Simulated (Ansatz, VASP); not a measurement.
## One calculation of Al2Au, two programs

```
Al Au
1.0
     0.00000    3.03001    3.03001
     3.03001    0.00000    3.03001
     3.03001    3.03001    0.00000
Al Au
2 1
Direct
  0.25000 0.25000 0.25000
  0.75000 0.75000 0.75000
  0.00000 0.00000 0.00000
```

Alike in both runs: functional PBE; k mesh 9 × 9 × 9; occupations fermi-dirac, width 0.1 eV; no spin polarisation.

Ansatz relaxed the structure, and its values are those at the end. VASP's run is a single point on that final structure, the one shown.

|  | VASP | Ansatz |
| --- | --- | --- |
| version | VASP 6.6.1 | Ansatz 0.2.0 |
| potentials or method | VASP PAW PBE potentials, release 64 (Al, Au), cutoff 520 eV | PAW plane waves |
| valence electrons in the cell | 17 | 25 |

```tsv
	VASP	Ansatz	Ansatz less VASP
gap on the k mesh at the Fermi level (eV)	none	none	-
pressure (GPa)	-0.2	0.0	+0.18
```

A gap of «none» marks a metal or a gap that the smearing closes. The functional is the same, so the differences come from potentials, cutoffs and numerics. VASP's potentials hold 17 valence electrons a cell and Ansatz's 25, so a difference there can come from the potentials and not from the codes.

Spin-orbit coupling is off throughout.
